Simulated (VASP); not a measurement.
# Re (P6_3/mmc) in VASP: a series of runs

Re is run at these levels: PBE, LDA; tasks: relaxation of cell and atoms, single point.

All numbers are computed with VASP 6.6.1; they aren't measurements. Logs are shortened: lines on timing, memory, paths and dates and some standing lists are left out, and cuts for length are marked.

## 1. The cell of the first run

The structure is hexagonal, space group P6_3/mmc (No. 194). The conventional cell has a = 2.761 Å, b = 2.761 Å, c = 4.458 Å, α = 90.00°, β = 90.00°, γ = 120.00°. Re (site symmetry -6m2) has 12 Re at 2.74 to 2.76 Å within 3.6 Å.

## 2. Relaxation of cell and atoms, PBE, target pressure 30 GPa, at which the enthalpy is minimised

INCAR reads:

```
SYSTEM = Re
ALGO = Normal
EDIFF = 1E-7
EDIFFG = -0.01
ENCUT = 600
GGA = PE
IBRION = 2
ISIF = 3
ISMEAR = -1
LASPH = .TRUE.
LCHARG = .FALSE.
LREAL = .FALSE.
LWAVE = .FALSE.
NELM = 100
NSW = 60
PREC = Accurate
PSTRESS = 300.0
SIGMA = 0.05
```

KPOINTS reads:

```
k-points
0
G
  11 11 6
  0 0 0
```

POSCAR reads:

```
Re
1.0
    2.7608000000      0.0000000000      0.0000000000
   -1.3804000000      2.3909229348      0.0000000000
    0.0000000000      0.0000000000      4.4582000000
Re
2
Direct
    0.6666666667      0.3333333333      0.7500000000
    0.3333333333      0.6666666667      0.2500000000
```

Potentials or basis: VASP PAW PBE potentials, release 64 (Re).

Launch:

```
cat potpaw_PBE.64/Re/POTCAR > POTCAR
mpirun -np 1 vasp_std > vasp.out
```

OUTCAR:

```text
SYSTEM = Re
   EDIFF = 1E-7
   EDIFFG = -0.01
   ENCUT = 600
   GGA = PE
   IBRION = 2
   ISIF = 3
   ISMEAR = -1
   LASPH = .TRUE.
   LREAL = .FALSE.
   NELM = 100
   NSW = 60
   PREC = Accurate
   PSTRESS = 300.0

 ion  position               nearest neighbor table
   1  0.667  0.333  0.750-   2 2.74   2 2.74   2 2.74   2 2.74   2 2.74   2 2.74
   2  0.333  0.667  0.250-   1 2.74   1 2.74   1 2.74   1 2.74   1 2.74   1 2.74

  LATTYP: Found a hexagonal cell.
 ALAT       =     2.7608000000
 C/A-ratio  =     1.6148217908

  Lattice vectors:

 A1 = (   2.7608000000,   0.0000000000,   0.0000000000)
 A2 = (  -1.3804000000,   2.3909229348,   0.0000000000)
 A3 = (   0.0000000000,   0.0000000000,   4.4582000000)

Analysis of symmetry for initial positions (statically):
=====================================================================
 Subroutine PRICEL returns:
 Original cell was already a primitive cell.

 Routine SETGRP: Setting up the symmetry group for a
 hexagonal supercell.

 Subroutine GETGRP returns: Found 24 space group operations
 (whereof 12 operations were pure point group operations)
 out of a pool of 24 trial point group operations.

The static configuration has the point symmetry D_3d.
 The point group associated with its full space group is D_6h.

Analysis of symmetry for dynamics (positions and initial velocities):
=====================================================================
 Subroutine PRICEL returns:
 Original cell was already a primitive cell.

 Routine SETGRP: Setting up the symmetry group for a
 hexagonal supercell.

 Subroutine GETGRP returns: Found 24 space group operations
 (whereof 12 operations were pure point group operations)
 out of a pool of 24 trial point group operations.

The dynamic configuration has the point symmetry D_3d.
 The point group associated with its full space group is D_6h.

 Subroutine INISYM returns: Found 24 space group operations
 (whereof 12 operations are pure point group operations),
 and found     1 'primitive' translations

----------------------------------------------------------------------------------------

                                     Primitive cell

  volume of cell :      29.4280

  direct lattice vectors                    reciprocal lattice vectors
     2.760800000  0.000000000  0.000000000     0.362213851  0.209124264  0.000000000
    -1.380400000  2.390922935  0.000000000     0.000000000  0.418248529  0.000000000
     0.000000000  0.000000000  4.458200000     0.000000000  0.000000000  0.224305774

  length of vectors
     2.760800000  2.760800000  4.458200000     0.418248529  0.418248529  0.224305774

  position of ions in fractional coordinates (direct lattice)
     0.666666667  0.333333333  0.750000000
     0.333333333  0.666666667  0.250000000

  ion indices of the primitive-cell ions
   primitive index   ion index
                 1           1
                 2           2

----------------------------------------------------------------------------------------

 KPOINTS: k-points

Automatic generation of k-mesh.
 Grid dimensions read from file:
 generate k-points for:   11   11    6

 Generating k-lattice:

  Cartesian coordinates                     Fractional coordinates (reciprocal lattice)
     0.032928532  0.019011297  0.000000000     0.090909091 -0.000000000  0.000000000
     0.000000000  0.038022594  0.000000000     0.000000000  0.090909091  0.000000000
     0.000000000  0.000000000  0.037384296     0.000000000  0.000000000  0.166666667

  Length of vectors
     0.038022594  0.038022594  0.037384296

  Shift w.r.t. Gamma in fractional coordinates (k-lattice)
     0.000000000  0.000000000  0.000000000

 Subroutine IBZKPT returns following result:
 ===========================================

 Found     64 irreducible k-points:

 Following reciprocal coordinates:
            Coordinates               Weight
  0.000000  0.000000  0.000000      1.000000
  0.090909 -0.000000  0.000000      6.000000
  0.181818 -0.000000  0.000000      6.000000
  0.272727 -0.000000  0.000000      6.000000
  0.363636 -0.000000  0.000000      6.000000
  0.454545 -0.000000  0.000000      6.000000
[... 16 lines left out ...]
  0.090909  0.090909  0.166667     12.000000
  0.181818  0.090909  0.166667     24.000000
 [... further k-points ...]
   k-points           NKPTS =     64   k-points in BZ     NKDIM =     64   number of bands    NBANDS=     11
   number of dos      NEDOS =    301   number of ions     NIONS =      2
   total plane-waves  NPLWV =  20736
   dimension x,y,z NGX =    24 NGY =   24 NGZ =   36
   dimension x,y,z NGXF=    48 NGYF=   48 NGZF=   72
   ions per type =               2
   NGX,Y,Z   is equivalent  to a cutoff of  14.45, 14.45, 13.42 a.u.
   NGXF,Y,Z  is equivalent  to a cutoff of  28.90, 28.90, 26.85 a.u.
 SYSTEM =  Re
   PREC   = accura    normal or accurate (medium, high low for compatibility)
   ISTART =      0    job   : 0-new  1-cont  2-samecut
   ICHARG =      2    charge: 1-file 2-atom 10-const
   ISPIN  =      1    spin polarized calculation?
   LNONCOLLINEAR =      F non collinear calculations
   LSORBIT =      F    spin-orbit coupling
   LASPH  =      T    aspherical Exc in radial PAW
   ENCUT  =  600.0 eV  44.10 Ry    6.64 a.u.   5.51  5.51  8.90*2*pi/ulx,y,z
   NELM   =    100;   NELMIN=  2; NELMDL= -5     # of ELM steps
   EDIFF  = 0.1E-06   stopping-criterion for ELM
   LREAL  =      F    real-space projection
   EDIFFG = -.1E-01   stopping-criterion for IOM
   NSW    =     60    number of steps for IOM
   IBRION =      2    ionic relax: 0-MD 1-quasi-New 2-CG
   NFREE  =      1    steps in history (QN), initial steepest desc. (CG)
   ISIF   =      3    stress and relaxation
   ISYM   =      2    0-nonsym 1-usesym 2-fastsym
   POTIM  = 0.5000    time-step for ionic-motion
   TEBEG  =    0.0;   TEEND  =   0.0 temperature during run
   PSTRESS=  300.0 pullay stress
   NELECT =      14.0000    total number of electrons
   NUPDOWN=      -1.0000    fix difference up-down
   EMIN   =  10.00;   EMAX   =-10.00  energy-range for DOS
   EFERMI =   0.00;   METHOD = LEGACY
   ISMEAR =    -1;   SIGMA  =   0.05  broadening in eV -4-tet -1-fermi 0-gaus
   EFERMI_NEDOS =   21; number of points for ismear=-14 and -15
   IALGO  =     38    algorithm
   IMIX   =      4    mixing-type and parameters
     AMIX     =   0.40;   BMIX     =  1.00
     AMIX_MAG =   1.60;   BMIX_MAG =  1.00
  volume/ion in A,a.u.               =      14.71        99.29
  Fermi-wavevector in a.u.,A,eV,Ry     =   1.278000  2.415070 22.222174  1.633284
  Thomas-Fermi vector in A             =   2.410568
   LORBIT       =      0    0 simple, 1 ext, 2 COOP (PROOUT), +10 PAW based schemes
   GGA     = PE    functional components
   LHFCALC =     F    Hartree Fock is set to
   AEXX    =    0.0000 exact exchange contribution
   IVDW    =     0    specifies the selected vdW correction
   LEPSILON=     F    determine dielectric tensor
   LRPA    =     F    only Hartree local field effects (RPA)
 conjugate gradient relaxation of ions
 non-spin polarized calculation
  energy-cutoff  :      600.00
  volume of cell :       29.43
 maximum number of plane-waves:      1014
 NGX is ok and might be reduce to    24
   NGX = 11   NGY = 11   NGZ = 17

--------------------------------------- Ionic step        1  -------------------------------------------

 number of electron      14.0000000 magnetization

 Free energy of the ion-electron system (eV)
  ---------------------------------------------------
  ext. energy  EPLUGINS =         0.00000000
  ---------------------------------------------------
  free energy    TOTEN  =       -24.84829447 eV

  energy without entropy =      -24.83436507  energy(sigma->0) =      -24.84132977

------------------------ aborting loop because EDIFF is reached ----------------------------------------

  FORCE on cell =-STRESS in cart. coord.  units (eV):
  Direction    XX          YY          ZZ          XY          YZ          ZX
  --------------------------------------------------------------------------------------
  -------------------------------------------------------------------------------------
  Total        1.0345984      1.0345984      1.0699779      0.0000000      0.0000000      0.0000000
  in kB       56.3277383     56.3277383     58.2539410      0.0000000      0.0000000      0.0000000
  external PRESSURE =    -243.0301941 kB  Pullay stress =     300.0000000 kB
[... 23 lines left out ...]
  enthalpy is  TOTEN    =       -19.3380515675 eV   P V=        5.5102429061

--------------------------------------- Ionic step        2  -------------------------------------------

 number of electron      14.0000000 magnetization

 E-fermi :  12.8323     XC(G=0): -15.6838

 val. band max:       12.8039256729   @ k =   0.3636   0.2727   0.5000
 cond. band min:      12.8400368914   @ k =   0.0000   0.0000   0.0000
 fundamental gap:      0.0361112185
 Fermi energy:        12.8322653813

 k-point     1 :       0.0000    0.0000    0.0000
  band No.  band energies     occupation
      1       0.6648      2.00000
      2       3.1623      2.00000
      3       9.9016      2.00000
      4       9.9016      2.00000
      5       9.9576      2.00000
      6      11.3334      2.00000
      7      11.3334      2.00000
      8      12.8400      0.92244
      9      12.8400      0.92244
     10      14.9241      0.00000
     11      17.8640      0.00000
[... 389 lines left out ...]
  FREE ENERGIE OF THE ION-ELECTRON SYSTEM (eV)
  ---------------------------------------------------
  free  energy   TOTEN  =       -24.7180694696 eV

  energy  without entropy=      -24.7058274154  energy(sigma->0) =      -24.71194844

  enthalpy is  TOTEN    =       -19.4593029650 eV   P V=        5.2587665046

[... ionic steps 4 to 7 ...]

--------------------------------------- Ionic step        8  -------------------------------------------

 number of electron      14.0000001 magnetization

------------------------ aborting loop because EDIFF is reached ----------------------------------------

  FORCE on cell =-STRESS in cart. coord.  units (eV):
  Direction    XX          YY          ZZ          XY          YZ          ZX
  --------------------------------------------------------------------------------------
  -------------------------------------------------------------------------------------
  Total        5.1475496      5.1475496      5.1250454      0.0000000      0.0000000     -0.0000000
  in kB      295.6117985    295.6117985    294.3194371      0.0000000      0.0000000     -0.0000000
  external PRESSURE =      -4.8189886 kB  Pullay stress =     300.0000000 kB
[... 61 lines left out ...]
  enthalpy is  TOTEN    =       -19.4618172594 eV   P V=        5.2226543971

--------------------------------------- Ionic step       10  -------------------------------------------

 number of electron      14.0000001 magnetization

 Free energy of the ion-electron system (eV)
  ---------------------------------------------------
  ext. energy  EPLUGINS =         0.00000000
  ---------------------------------------------------
  free energy    TOTEN  =       -24.68057567 eV

  energy without entropy =      -24.66855530  energy(sigma->0) =      -24.67456549

 E-fermi :   8.5940     XC(G=0): -14.0318

 val. band max:        8.5830266897   @ k =   0.3636  -0.0000   0.3333
 cond. band min:       8.6297112483   @ k =   0.1818   0.0909   0.0000
 fundamental gap:      0.0466845586
 Fermi energy:         8.5939863023

 k-point     1 :       0.0000    0.0000    0.0000
  band No.  band energies     occupation
      1      -1.6691      2.00000
      2       1.5380      2.00000
      3       6.8429      2.00000
      4       6.8449      2.00000
      5       6.8449      2.00000
      6       7.7566      2.00000
      7       7.7566      2.00000
      8       8.7711      0.05626
      9       8.7711      0.05626
     10       9.3120      0.00000
     11      12.1969      0.00000
[... 351 lines left out ...]
  FREE ENERGIE OF THE ION-ELECTRON SYSTEM (eV)
  ---------------------------------------------------
  free  energy   TOTEN  =       -24.6805756731 eV

  energy  without entropy=      -24.6685553026  energy(sigma->0) =      -24.67456549

  enthalpy is  TOTEN    =       -19.4618435392 eV   P V=        5.2187321339

 reached required accuracy - stopping structural energy minimisation
```

Wall time 53 s (1 thread of Intel Xeon 6975P-C (Granite Rapids), shared host); peak memory 0.18 GiB.

What came out:

```yaml
Free_energy: -24.6806 eV
Relaxed_volume: 13.94 Å³/atom
Relaxed_cell: a = 2.711 Å, b = 2.711 Å, c = 4.380 Å, α = 90.00°, β = 90.00°, γ = 120.00°
Space_group_after_relaxing_to_0.05_Å: P6_3/mmc (No. 194)
Energy_change_on_relaxing_the_enthalpy_is_what_falls: +83.9 meV/atom
Ionic_steps: 10
Pressure_after_relaxing: 30.0 GPa
Band_gap_on_the_k_mesh: zero (band 7 reaches 10.10 eV, above the bottom of band 8 at 6.71 eV)
```

The path:
| step | energy change (eV) | largest force (eV/Å) | pressure (GPa) | volume (Å³) |
| --- | --- | --- | --- | --- |
| 1 | 0.0000 | 0.0000 | 5.70 | 29.43 |
| 2 | 5.8585 | 0.0000 | 287.05 | 20.91 |
| 3 | 0.1302 | 0.0000 | 26.26 | 28.08 |
| 4 | 0.1562 | 0.0000 | 28.89 | 27.93 |
| 5 | 0.1677 | 0.0000 | 30.02 | 27.87 |
| 6 | 0.1620 | 0.0000 | 29.46 | 27.90 |
| 7 | 0.1626 | 0.0000 | 29.53 | 27.90 |
| 8 | 0.1625 | 0.0000 | 29.52 | 27.90 |
| 9 | 0.1638 | 0.0000 | 29.61 | 27.89 |
| 10 | 0.1677 | 0.0000 | 30.02 | 27.87 |

Final structure:
```cif
data_structure
_symmetry_space_group_name_H-M 'P 1'
_symmetry_Int_Tables_number 1
_cell_length_a 2.7105
_cell_length_b 2.7105
_cell_length_c 4.3804
_cell_angle_alpha 90.000
_cell_angle_beta 90.000
_cell_angle_gamma 120.000
_cell_volume 27.87
loop_
_atom_site_label
_atom_site_type_symbol
_atom_site_fract_x
_atom_site_fract_y
_atom_site_fract_z
_atom_site_occupancy
Re1 Re 0.66667 0.33333 0.75000 1
Re2 Re 0.33333 0.66667 0.25000 1
```

Levels at points of the mesh, in eV from the Fermi level:
```
           k point  band 4  band 5  band 6  band 7  band 8  band 9  band 10  band 11
(0.00, 0.00, 0.00)   -1.75   -1.75   -0.84   -0.84    0.18    0.18     0.72     3.60
(0.00, 0.00, 0.50)   -2.57   -1.88   -1.88   -1.88   -1.88    2.74     2.74     2.74
```

Caveat: the cell is relaxed towards a set pressure, so the enthalpy falls and the energy may rise; spin-orbit coupling is left out, which moves the levels of the heavy elements.

[end of part 1 of 2]
